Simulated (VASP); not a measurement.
Write the native input for VASP 6.6.1 that does the following.

```yaml
Task: single point
Functional: LDA
Potentials_or_basis: VASP PAW LDA potentials, release 64 (Sn_d, O)
Cutoff: 520 eV
k_mesh: 8 × 8 × 7
Occupations: fermi-dirac, width 0.1 eV
Spin: no spin polarisation
Dipole_correction: no
Further_INCAR_settings: ALGO = Normal; EDIFF = 1e-06; NBANDS = 28
```

The structure of SnO (Romarchite) lies in POSCAR:

```
SnO
1.0
    3.7629047778      0.0000000000      0.0000000000
    0.0000000000      3.7629047778      0.0000000000
    0.0000000000      0.0000000000      4.6510007844
Sn O
2 2
Direct
    0.5000000000      0.0000000000      0.2462452977
    0.0000000000      0.5000000000      0.7537547023
    0.0000000000      0.0000000000      0.0000000000
    0.5000000000      0.5000000000      0.0000000000
```

The input as run:

INCAR

```
PREC = Accurate
ENCUT = 520
EDIFF = 1E-6
ISMEAR = -1
SIGMA = 0.1
LREAL = F
LASPH = T
NELM = 60
ALGO = Normal
ISIF = 2
LWAVE = F
LCHARG = F
NBANDS = 28
```

KPOINTS

```
Automatic mesh
0
Gamma
  8 8 7
```

Potentials or basis: VASP PAW LDA potentials, release 64 (Sn_d, O).

Command:

```bash
$ cat potpaw_LDA.64/Sn_d/POTCAR potpaw_LDA.64/O/POTCAR > POTCAR
$ mpirun -np 1 vasp_std > vasp.out
```

Results of the run:

```
Pressure               : 0.5 GPa
Largest force          : 0.141 eV/Å
Band gap on the k mesh : zero (band 20 reaches 7.66 eV, above the bottom of band 21 at 7.43 eV)
```

Caveat: spin-orbit coupling is left out, which moves the levels of the heavy elements.

Wall time 64 s on 1 thread of Intel(R) Xeon(R) 6975P-C (Granite Rapids), with other jobs on the host, peak memory 0.2 GiB.
